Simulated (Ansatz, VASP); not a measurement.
Two plane-wave programs on Cu

Contents of INCAR:

```
ALGO = Normal ; EDIFF = 1E-6
ENCUT = 820 ; GGA = PS
GGA_COMPAT = F ; ISIF = 2
ISMEAR = 0 ; LASPH = T
LCHARG = F ; LREAL = F
LWAVE = F ; NBANDS = 16
NELM = 120 ; PREC = Accurate
SIGMA = 0.15
```

Contents of KPOINTS:

```
k-points
0
Gamma
  24 24 24
```

File POSCAR:

```
Cu
1.0
   -1.4644352198      1.4644352198      1.3347990065
    1.4644352198     -1.4644352198      1.3347990065
    1.4644352198      1.4644352198     -1.3347990065
Cu
1
Direct
    0.0000000000      0.0000000000      0.0000000000
```

Input for Ansatz:

```yaml
crystal:
  lattice:
    - [-1.4644352198, 1.4644352198, 1.3347990065]
    - [1.4644352198, -1.4644352198, 1.3347990065]
    - [1.4644352198, 1.4644352198, -1.3347990065]
  atoms:
    - { symbol: Cu, position: [0.0, 0.0, 0.0] }
basis:
  ecutwfc: 420
kpoints:
  mp_grid: { grid: [24, 24, 24] }
hamiltonian:
  xc: pbesol
scf:
  occupations: { method: gaussian, width: 0.15 }
output:
  forces: true
  stress: true
  eigenvalues: true
  write_density: true
  write_potential: true
  elf: true
  volumetric_format: npy
```

Change from the starting cell: strain +0.015 along x and y, -0.030 along z, atoms carried along.

Alike in both runs: task single point; functional PBEsol; k mesh 24 × 24 × 24; occupations gaussian, width 0.15 eV; no spin polarisation.

```csv
,VASP,Ansatz
version,VASP 6.6.1,Ansatz 0.2.0
potentials or method,"VASP PAW PBE potentials, release 64 (Cu_sv_GW), cutoff 820 eV","scalar-relativistic, plane waves, PAW"
valence electrons in the cell,19,19
```

```csv
,VASP,Ansatz,Ansatz less VASP
gap on the k mesh at the Fermi level (eV),none,none,-
pressure (GPa),-1.8,-1.1,+0.66
"traceless stress, the component that is largest in VASP (GPa)",0.50,0.50,+0.001
```

VASP's potentials were made for PBE, not for PBEsol. A gap of «none» marks a metal or a gap that the smearing closes.
